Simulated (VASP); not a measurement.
# Ni: single point with LDA

Crystal: Ni.

```
Ni
1.0
     1.97801    0.00000    0.00000
    -0.98901    1.71301    0.00000
     0.00000    0.00000    1.88850
Ni
1
Direct
  0.00000 0.00000 0.00000
```

```
Program             : VASP 6.6.1
Task                : single point
Functional          : LDA
Potentials or basis : VASP PAW LDA potentials, release 64 (Ni)
Cutoff              : 520 eV
k mesh              : 22 × 22 × 20
Occupations         : fermi-dirac, width 0.05 eV
Spin                : collinear spin, ferromagnetic start
Starting moments    : [1.0] μB
```

```json
{
 "Pressure": "385.3 GPa",
 "Band gap on the k mesh": "zero (filled and empty bands overlap)",
 "Net moment": "0.00 μB per cell"
}
```

Stress tensor (GPa, compression positive):
```
388.45   0.00   0.00
  0.00 388.45   0.00
  0.00   0.00 378.97
```

Levels at points of the mesh, in eV from the Fermi level:
Spin up:
```csv
k point,band 3,band 4,band 5,band 6,band 7,band 8
"(0.00, 0.00, 0.00)",-4.31,-4.31,0.36,0.36,27.40,28.03
"(0.50, 0.00, 0.00)",-2.49,-1.35,-0.20,0.57,10.79,24.10
"(0.00, 0.00, 0.50)",-3.58,-3.50,-2.18,-2.18,8.73,35.06
"(0.50, 0.00, 0.50)",-3.43,0.78,1.73,9.32,9.66,18.42
```
Spin down:
| k point | band 1 | band 2 | band 3 | band 4 | band 5 | band 6 | band 7 | band 8 | band 9 | band 10 |
| --- | --- | --- | --- | --- | --- | --- | --- | --- | --- | --- |
| (0.00, 0.00, 0.00) | -13.18 | -7.97 | -4.31 | -4.31 | 0.36 | 0.36 | 27.40 | 28.03 | 36.55 | 38.97 |
| (0.50, 0.00, 0.00) | -9.26 | -6.36 | -2.49 | -1.35 | -0.20 | 0.57 | 10.79 | 24.10 | 34.01 | 34.29 |
| (0.00, 0.00, 0.50) | -7.53 | -3.58 | -3.58 | -3.50 | -2.18 | -2.18 | 8.73 | 35.06 | 39.37 | 39.37 |
| (0.50, 0.00, 0.50) | -9.72 | -7.30 | -3.43 | 0.78 | 1.73 | 9.32 | 9.66 | 18.42 | 24.57 | 30.72 |

Wall time 76 s on 1 thread of Intel(R) Xeon(R) Platinum 8259CL CPU @ 2.50GHz (Skylake/Cascade Lake), with other jobs on the host, peak memory 0.19 GiB.
